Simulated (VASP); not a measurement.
Here is a VASP 6.6.1 calculation.

INCAR

```
SYSTEM = ZrO2
PREC = Accurate
ENCUT = 600
EDIFF = 1E-6
ISMEAR = 0
SIGMA = 0.01
LREAL = .False.
LASPH = .True.
NELM = 120
ALGO = Normal
ISIF = 2
LWAVE = .False.
LCHARG = .False.
GGA = PE
NBANDS = 19
GGA_COMPAT = .False.
```

File KPOINTS:

```
Automatic mesh
0
Gamma
  6 6 6
  0 0 0
```

The input POSCAR:

```
ZrO2
1.0
    0.0000000000      2.5447138353      2.5447138353
    2.5447138353      0.0000000000      2.5447138353
    2.5447138353      2.5447138353      0.0000000000
Zr O
1 2
Direct
    0.0000000000      0.0000000000      0.0000000000
    0.2500000000      0.2500000000      0.2500000000
    0.7500000000      0.7500000000      0.7500000000
```

Potentials or basis: VASP PAW PBE potentials, release 64 (Zr_sv, O).

Run with:

```console
$ cat potpaw_PBE.64/Zr_sv/POTCAR potpaw_PBE.64/O/POTCAR > POTCAR
$ mpirun -np 1 vasp_std > vasp.out
```

Q: What does it give for the band gap on the k mesh?

A: 3.35 eV (least direct gap 3.80 eV).

Q: Predict the pressure.

A: 3.9 GPa.

Caveat: the cell stands under pressure. A k mesh can miss the band edges.
